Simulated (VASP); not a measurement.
Write the native input for VASP 6.6.1 that does the following.

- Task: single point
- Functional: PBE
- Potentials or basis: VASP PAW PBE potentials, release 64 (Zn, Se)
- Cutoff: 520 eV
- k mesh: 8 × 8 × 8
- Occupations: gaussian, width 0.05 eV
- Spin: no spin polarisation
- Dipole correction: no
- Further INCAR settings: ALGO = Normal; EDIFF = 1e-06; NBANDS = 16

The structure of ZnSe lies in POSCAR:

```
ZnSe
1.0
    0.0000000000      2.6366465291      2.7512833347
    2.6366465291      0.0000000000      2.7512833347
    2.6366465291      2.6366465291      0.0000000000
Zn Se
1 1
Direct
    0.0000000000      0.0000000000      0.0000000000
    0.7500000000      0.7500000000      0.7500000000
```

This cell differs from its parent crystal: strain -0.080 along x and y, -0.040 along z.

These files were run (other wordings do the same):

INCAR

```
SYSTEM = ZnSe
PREC = Accurate
ENCUT = 520
EDIFF = 1E-6
ISMEAR = 0
SIGMA = 0.05
LREAL = .FALSE.
LASPH = .TRUE.
NELM = 60
ALGO = Normal
ISIF = 2
LWAVE = .FALSE.
LCHARG = .FALSE.
GGA = PE
NBANDS = 16
```

KPOINTS

```
Automatic mesh
0
G
  8 8 8
  0 0 0
```

Potentials or basis: VASP PAW PBE potentials, release 64 (Zn, Se).

Launch:

```console
$ cat potpaw_PBE.64/Zn/POTCAR potpaw_PBE.64/Se/POTCAR > POTCAR
$ mpirun -np 1 vasp_std > vasp.out
```

It gave:

- Pressure: 19.3 GPa
- Band gap on the k mesh: 1.97 eV, direct

Caveat: the cell differs from its parent crystal (strain -0.080 along x and y, -0.040 along z).

Wall time 24 s on 1 thread of Intel(R) Xeon(R) Platinum 8488C (Sapphire Rapids), with other jobs on the host, peak memory 0.18 GiB.
